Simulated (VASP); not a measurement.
Write the native input for VASP 6.6.1 that does the following.

- Task: single point
- Functional: PBE
- Potentials or basis: VASP PAW PBE potentials, release 64 (Ba_sv, Ti_sv, O)
- Cutoff: 520 eV
- k mesh: 8 × 8 × 6
- Occupations: gaussian, width 0.05 eV
- Spin: no spin polarisation
- Dipole correction: no
- Further INCAR settings: ALGO = Normal; EDIFF = 1e-06; NBANDS = 28

The structure of BaTiO3 lies in POSCAR:

```
BaTiO3
1.0
    3.8657930515      0.0000000000      0.0000000000
    0.0000000000      3.8657930515      0.0000000000
    0.0000000000      0.0000000000      4.2648343547
Ba Ti O
1 1 3
Direct
    0.0000000000      0.0000000000      0.9863187693
    0.5000000000      0.5000000000      0.4690806688
    0.5000000000      0.5000000000      0.0378497747
    0.5000000000      0.0000000000      0.5173753936
    0.0000000000      0.5000000000      0.5173753936
```

This cell differs from its parent crystal: strain -0.030 along x and y, +0.015 along z.

These files were run (other wordings do the same):

INCAR

```
SYSTEM = BaTiO3
PREC = Accurate
ENCUT = 520
EDIFF = 1E-6
ISMEAR = 0
SIGMA = 0.05
LREAL = .FALSE.
LASPH = .TRUE.
NELM = 80
ALGO = Normal
ISIF = 2
LWAVE = .FALSE.
LCHARG = .FALSE.
GGA = PE
NBANDS = 28
```

KPOINTS

```
regular mesh
0
G
  8 8 6
  0 0 0
```

Potentials or basis: VASP PAW PBE potentials, release 64 (Ba_sv, Ti_sv, O).

Command:

```sh
$ cat potpaw_PBE.64/Ba_sv/POTCAR potpaw_PBE.64/Ti_sv/POTCAR potpaw_PBE.64/O/POTCAR > POTCAR
$ mpirun -np 1 vasp_std > vasp.out
```

It gave:

```
Pressure               : 10.4 GPa
Largest force          : 0.296 eV/Å
Band gap on the k mesh : 1.86 eV (least direct gap 2.51 eV)
```

Caveat: the cell differs from its parent crystal (strain -0.030 along x and y, +0.015 along z); the stress differs along the axes, from 4 to 14 GPa; spin-orbit coupling is left out, which moves the levels of the heavy elements.

Wall time 3.4 min on 1 thread of Intel Xeon 8259CL, on a shared host, peak memory 0.25 GiB.
